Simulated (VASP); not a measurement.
Set up this calculation in VASP 6.6.1, as the native input.

```yaml
Task: single point
Functional: PBE
Potentials_or_basis: VASP PAW PBE potentials, release 64 (Br)
Cutoff: 520 eV
k_mesh: 14 × 14 × 14
Occupations: fermi-dirac, width 0.05 eV
Spin: no spin polarisation
Dipole_correction: no
Further_INCAR_settings: ALGO = Normal; EDIFF = 1e-06; NBANDS = 10
```

The structure of Br lies in POSCAR:

```
Br
1.0
    0.0000000000      2.3622023363      2.3622023363
    2.3622023363      0.0000000000      2.3622023363
    2.3622023363      2.3622023363      0.0000000000
Br
1
Direct
    0.0000000000      0.0000000000      0.0000000000
```

These files were run (other wordings do the same):

INCAR

```
PREC = Accurate
ENCUT = 520
EDIFF = 1E-6
ISMEAR = -1
SIGMA = 0.05
LREAL = False
LASPH = True
NELM = 100
ALGO = Normal
ISIF = 2
LWAVE = False
LCHARG = False
GGA = PE
NBANDS = 10
```

KPOINTS

```
Automatic mesh
0
Gamma
  14 14 14
```

Potentials or basis: VASP PAW PBE potentials, release 64 (Br).

Run with:

```sh
$ cat potpaw_PBE.64/Br/POTCAR > POTCAR
$ mpirun -np 1 vasp_std > vasp.out
```

It gave:

- Pressure: 0.0 GPa

Caveat: an odd number of electrons without spin polarisation forces a metal; a magnetic or distorted state may lie lower.

Wall time 12 s on 1 thread of Intel(R) Xeon(R) 6975P-C (Granite Rapids), with other jobs on the host, peak memory 0.17 GiB.
